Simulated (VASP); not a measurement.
## Cu: single point with PBE

Crystal: Cu.

```xyz
2
Lattice="2.6169 0.0000 0.0000 -1.3084 2.2663 0.0000 0.0000 0.0000 4.1696" Properties=species:S:1:pos:R:3 pbc="T T T"
Cu    0.0000    1.5109    1.0424
Cu    1.3084    0.7554    3.1272
```

```yaml
Program: VASP 6.6.1
Task: single point
Functional: PBE
Potentials_or_basis: VASP PAW PBE potentials, release 64 (Cu)
Cutoff: 520 eV
k_mesh: 8 × 8 × 4, shifted
Occupations: fermi-dirac, width 0.1 eV
Spin: no spin polarisation
Dipole_correction: no
Further_INCAR_settings: ALGO = Normal; EDIFF = 1e-07; NBANDS = 18; ISYM = 0
```

* Pressure: -3.6 GPa
* Band gap on the k mesh: zero (band 11 reaches 9.85 eV, above the bottom of band 12 at 5.34 eV)

Stress tensor (GPa, compression positive):
```
-5.22  0.00  0.00
 0.00 -5.22  0.00
 0.00  0.00 -0.29
```

Levels at points of the mesh, in eV from the Fermi level:
| k point | band 9 | band 10 | band 11 | band 12 | band 13 | band 14 |
| --- | --- | --- | --- | --- | --- | --- |
| (0.06, 0.06, 0.12) | -2.40 | -2.29 | -1.67 | -0.27 | 5.09 | 16.86 |

Run time: 110 s on 1 thread of AMD EPYC 7R13 Processor (Zen 3) (shared host), peak memory 0.21 GiB.

Caveat: the k points lie up to 0.38 Å⁻¹ apart.
